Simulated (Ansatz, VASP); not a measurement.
## Two plane-wave programs on SiAu

```xyz
2
Lattice="1.6483 -0.9516 3.6169 0.0000 1.9033 3.6169 -1.6483 -0.9516 3.6169" Properties=species:S:1:pos:R:3 pbc="T T T"
Au    0.0000    0.0000    0.0000
Si    0.0000    0.0000    5.4253
```

Alike in both runs: functional r2SCAN; k mesh 15 × 15 × 15; occupations fermi-dirac, width 0.08 eV; no spin polarisation.

Ansatz relaxed the structure, and its values are those at the end. VASP's run is a single point on that final structure, the one shown.

|  | VASP | Ansatz |
| --- | --- | --- |
| version | VASP 6.6.1 | Ansatz 0.2.0 |
| potentials or method | VASP PAW PBE potentials, release 64 (Au, Si) | PAW with Ansatz's default frozen-core files, scalar-relativistic |
| plane-wave cutoff (eV) | 520 | 500 |
| valence electrons in the cell | 15 | 23 |

```tsv
	VASP	Ansatz	Ansatz less VASP
pressure (GPa)	0.0	0.0	+0.05
```

VASP's potentials were made for PBE, not for r2SCAN. VASP's potentials hold 15 valence electrons a cell and Ansatz's 23, so a difference there can come from the potentials and not from the codes.

Spin-orbit coupling is off throughout.
